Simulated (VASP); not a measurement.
# As (Pm-3m) in VASP: single point with LDA

Aim: the single point of As with LDA.

All numbers are computed with VASP 6.6.1; they aren't measurements. Logs are shortened: lines on timing, memory, paths and dates and some standing lists are left out, and cuts for length are marked.

## (1) The cell of the first run

It takes space group Pm-3m (No. 221, cubic). The conventional cell has a = 2.681 Å, b = 2.681 Å, c = 2.681 Å, α = 90.00°, β = 90.00°, γ = 90.00°. As (site symmetry m-3m) has 6 As at 2.68 Å within 3.5 Å.

## (2) Single point, LDA

INCAR reads:

```
SYSTEM = As
ALGO     = Normal         ! electronic algorithm
EDIFF    = 1E-6           ! SCF threshold, eV
ENCUT    = 520            ! plane-wave cutoff, eV
GGA      = CA             ! functional
ISIF     = 2              ! what is computed and relaxed
ISMEAR   = -1             ! smearing method
LASPH    = .True.         ! aspherical terms in the spheres
LCHARG   = .True.         ! write CHGCAR
LELF     = .True.         ! ELF
LREAL    = .False.        ! projectors in reciprocal space
LVHAR    = .True.       
LWAVE    = .False.        ! write WAVECAR
NBANDS   = 8              ! bands
NELM     = 80             ! most SCF steps
PREC     = Accurate       ! precision mode
SIGMA    = 0.13605693000000002 ! smearing width, eV
```

KPOINTS reads:

```
k-points
0
Gamma
  12 12 12
  0 0 0
```

POSCAR reads:

```
As
1.0
    2.6814920777      0.0000000000      0.0000000000
    0.0000000000      2.6814920777      0.0000000000
    0.0000000000      0.0000000000      2.6814920777
As
1
Direct
    0.0000000000      0.0000000000      0.0000000000
```

Potentials or basis: VASP PAW LDA potentials, release 64 (As).

Run with:

```bash
$ cat potpaw_LDA.64/As/POTCAR > POTCAR
$ mpirun -np 1 vasp_std > vasp.out
```

OUTCAR:

```text
SYSTEM = As
   EDIFF = 1E-6
   ENCUT = 520
   GGA = CA
   ISIF = 2
   ISMEAR = -1
   LASPH = .True.
   LREAL = .False.
   NELM = 80
   PREC = Accurate

 ion  position               nearest neighbor table
   1  0.000  0.000  0.000-

  LATTYP: Found a simple cubic cell.
 ALAT       =     2.6814920777

  Lattice vectors:

 A1 = (   2.6814920777,   0.0000000000,   0.0000000000)
 A2 = (   0.0000000000,   2.6814920777,   0.0000000000)
 A3 = (   0.0000000000,   0.0000000000,   2.6814920777)

Analysis of symmetry for initial positions (statically):
=====================================================================
 Subroutine PRICEL returns:
 Original cell was already a primitive cell.

 Routine SETGRP: Setting up the symmetry group for a
 simple cubic supercell.

 Subroutine GETGRP returns: Found 48 space group operations
 (whereof 48 operations were pure point group operations)
 out of a pool of 48 trial point group operations.

The static configuration has the point symmetry O_h .

Analysis of symmetry for dynamics (positions and initial velocities):
=====================================================================
 Subroutine PRICEL returns:
 Original cell was already a primitive cell.

 Routine SETGRP: Setting up the symmetry group for a
 simple cubic supercell.

 Subroutine GETGRP returns: Found 48 space group operations
 (whereof 48 operations were pure point group operations)
 out of a pool of 48 trial point group operations.

The dynamic configuration has the point symmetry O_h .

 Subroutine INISYM returns: Found 48 space group operations
 (whereof 48 operations are pure point group operations),
 and found     1 'primitive' translations

----------------------------------------------------------------------------------------

                                     Primitive cell

  volume of cell :      19.2810

  direct lattice vectors                    reciprocal lattice vectors
     2.681492078  0.000000000  0.000000000     0.372926703  0.000000000  0.000000000
     0.000000000  2.681492078  0.000000000     0.000000000  0.372926703  0.000000000
     0.000000000  0.000000000  2.681492078     0.000000000  0.000000000  0.372926703

  length of vectors
     2.681492078  2.681492078  2.681492078     0.372926703  0.372926703  0.372926703

  position of ions in fractional coordinates (direct lattice)
     0.000000000  0.000000000  0.000000000

  ion indices of the primitive-cell ions
   primitive index   ion index
[... 70 lines left out ...]
   LASPH  =      T    aspherical Exc in radial PAW
   ENCUT  =  520.0 eV  38.22 Ry    6.18 a.u.   4.99  4.99  4.99*2*pi/ulx,y,z
   NELM   =     80;   NELMIN=  2; NELMDL= -5     # of ELM steps
   EDIFF  = 0.1E-05   stopping-criterion for ELM
   LREAL  =      F    real-space projection
   EDIFFG = 0.1E-04   stopping-criterion for IOM
   NSW    =      0    number of steps for IOM
   IBRION =     -1    ionic relax: 0-MD 1-quasi-New 2-CG
   NFREE  =      0    steps in history (QN), initial steepest desc. (CG)
   ISIF   =      2    stress and relaxation
   ISYM   =      2    0-nonsym 1-usesym 2-fastsym
   POTIM  = 0.5000    time-step for ionic-motion
   TEBEG  =    0.0;   TEEND  =   0.0 temperature during run
   PSTRESS=    0.0 pullay stress
   NELECT =       5.0000    total number of electrons
   NUPDOWN=      -1.0000    fix difference up-down
   EMIN   =  10.00;   EMAX   =-10.00  energy-range for DOS
   EFERMI =   0.00;   METHOD = LEGACY
   ISMEAR =    -1;   SIGMA  =   0.14  broadening in eV -4-tet -1-fermi 0-gaus
   EFERMI_NEDOS =   21; number of points for ismear=-14 and -15
   IALGO  =     38    algorithm
   IMIX   =      4    mixing-type and parameters
     AMIX     =   0.40;   BMIX     =  1.00
     AMIX_MAG =   1.60;   BMIX_MAG =  1.00
  volume/ion in A,a.u.               =      19.28       130.11
  Fermi-wavevector in a.u.,A,eV,Ry     =   1.043971  1.972819 14.828647  1.089875
  Thomas-Fermi vector in A             =   2.178703
   LORBIT       =      0    0 simple, 1 ext, 2 COOP (PROOUT), +10 PAW based schemes
   GGA     = CA    functional components
   LHFCALC =     F    Hartree Fock is set to
   AEXX    =    0.0000 exact exchange contribution
   IVDW    =     0    specifies the selected vdW correction
   LEPSILON=     F    determine dielectric tensor
   LRPA    =     F    only Hartree local field effects (RPA)
 non-spin polarized calculation
  energy-cutoff  :      520.00
  volume of cell :       19.28
 maximum number of plane-waves:       552
 NGX is ok and might be reduce to    20
   NGX =  9   NGY =  9   NGZ =  9

 number of electron       5.0000001 magnetization

 Free energy of the ion-electron system (eV)
  ---------------------------------------------------
  ext. energy  EPLUGINS =         0.00000000
  ---------------------------------------------------
  free energy    TOTEN  =        -5.32134123 eV

  energy without entropy =       -5.28935740  energy(sigma->0) =       -5.30534932

 E-fermi :   6.3676     XC(G=0): -10.6964

 val. band max:        6.3578987624   @ k =   0.4167   0.2500   0.0833
 cond. band min:       6.3685288954   @ k =   0.1667   0.0833   0.0000
 fundamental gap:      0.0106301330
 Fermi energy:         6.3676305747

 k-point     1 :       0.0000    0.0000    0.0000
  band No.  band energies     occupation
      1      -8.9791      2.00000
      2      10.4290      0.00000
      3      10.4290      0.00000
      4      10.4290      0.00000
      5      14.8403      0.00000
      6      14.8403      0.00000
      7      16.8691      0.00000
      8      31.4528      0.00000
[... 243 lines left out ...]
 k-point    24 :       0.4167    0.3333    0.0000
  band No.  band energies     occupation
      1      -4.1837      2.00000
      2       1.6000      2.00000
      3       4.0510      2.00000
      4      11.2845      0.00000
      5      14.0767      0.00000
      6      20.6200      0.00000
      7      23.3111      0.00000
      8      24.4942      0.00000

 [... further k-points ...]
[... 5 lines left out ...]
  --------------------------------------------------------------------------------------
  -------------------------------------------------------------------------------------
  Total       -0.0248962     -0.0248962     -0.0248962     -0.0000000      0.0000000      0.0000000
  in kB       -2.0687804     -2.0687804     -2.0687804     -0.0000000      0.0000000      0.0000000
  external PRESSURE =      -2.0687804 kB  Pullay stress =       0.0000000 kB

 VOLUME and BASIS-vectors are now :
 -----------------------------------------------------------------------------
  energy-cutoff  :      520.00
  volume of cell :       19.28
      direct lattice vectors                 reciprocal lattice vectors
     2.681492078  0.000000000  0.000000000     0.372926703  0.000000000  0.000000000
     0.000000000  2.681492078  0.000000000     0.000000000  0.372926703  0.000000000
     0.000000000  0.000000000  2.681492078     0.000000000  0.000000000  0.372926703

 POSITION                                       TOTAL-FORCE (eV/Angst)
 -----------------------------------------------------------------------------------
      0.00000      0.00000      0.00000         0.000000      0.000000      0.000000
 -----------------------------------------------------------------------------------
    total drift:                               -0.000000     -0.000000      0.000000

  FREE ENERGIE OF THE ION-ELECTRON SYSTEM (eV)
  ---------------------------------------------------
  free  energy   TOTEN  =        -5.3213412345 eV

  energy  without entropy=       -5.2893574009  energy(sigma->0) =       -5.30534932
```

OSZICAR:

```text
N       E                     dE             d eps       ncg     rms          rms(c)
DAV:   1     0.217661588258E+01    0.21766E+01   -0.20446E+03  1352   0.459E+02
DAV:   2    -0.523776333450E+01   -0.74144E+01   -0.71523E+01  1808   0.507E+01
DAV:   3    -0.532892289474E+01   -0.91160E-01   -0.91064E-01  1560   0.598E+00
DAV:   4    -0.532901745448E+01   -0.94560E-04   -0.94559E-04  1984   0.219E-01
DAV:   5    -0.532901751256E+01   -0.58081E-07   -0.58323E-07  1616   0.349E-03    0.240E+00
DAV:   6    -0.532420639828E+01    0.48111E-02   -0.45094E-04  1752   0.158E-01    0.142E+00
DAV:   7    -0.532133215406E+01    0.28742E-02   -0.11050E-03  1488   0.243E-01    0.616E-02
DAV:   8    -0.532134084596E+01   -0.86919E-05   -0.97778E-06  1936   0.236E-02    0.835E-03
DAV:   9    -0.532134123455E+01   -0.38859E-06   -0.15057E-07  1168   0.289E-03
   1 F= -.53213412E+01 E0= -.53053493E+01  d E =-.319838E-01
```

Run time: 6.8 s. Hardware: 1 thread of Intel Xeon Platinum 8259CL at 2.50GHz (Skylake/Cascade Lake), shared host; peak memory 0.12 GiB.

Results:

- Free energy: -5.3213 eV
- Pressure: -0.2 GPa
